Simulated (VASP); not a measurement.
A run of VASP 6.6.1:

INCAR

```
SYSTEM = CsGe2
PREC = Accurate ; ENCUT = 520
EDIFF = 1E-6 ; ISMEAR = 0
SIGMA = 0.1 ; LREAL = .FALSE.
LASPH = .TRUE. ; NELM = 80
ALGO = Normal ; ISIF = 2
LWAVE = .FALSE. ; LCHARG = .FALSE.
GGA = PE ; NBANDS = 46
```

The input KPOINTS:

```
regular mesh
0
G
  4 4 4
  0 0 0
```

File POSCAR:

```
CsGe2
1.0
    5.6760267984      0.0000000000      0.0000000000
    0.0000000000      5.6760267984      0.0000000000
    0.0000000000      0.0000000000      5.6760267984
Cs Ge
2 4
Direct
    0.0000000000      0.0000000000      0.0000000000
    0.5000000000      0.5000000000      0.5000000000
    0.2500000000      0.2500000000      0.2500000000
    0.2500000000      0.7500000000      0.7500000000
    0.7500000000      0.7500000000      0.2500000000
    0.7500000000      0.2500000000      0.7500000000
```

Potentials or basis: VASP PAW PBE potentials, release 64 (Cs_sv, Ge_d).

Launch:

```console
$ cat potpaw_PBE.64/Cs_sv/POTCAR potpaw_PBE.64/Ge_d/POTCAR > POTCAR
$ mpirun -np 1 vasp_std > vasp.out
```

Hardware: 1 thread of AMD EPYC 9R45 96-Core Processor (Zen 5) (shared host).

Task: How long does it take, and how much memory?

Result: It took 53 s on 1 thread of AMD EPYC 9R45 96-Core Processor (Zen 5), with other jobs on the host, peak memory 0.25 GiB. Counts: scf iterations 14, k points 10.
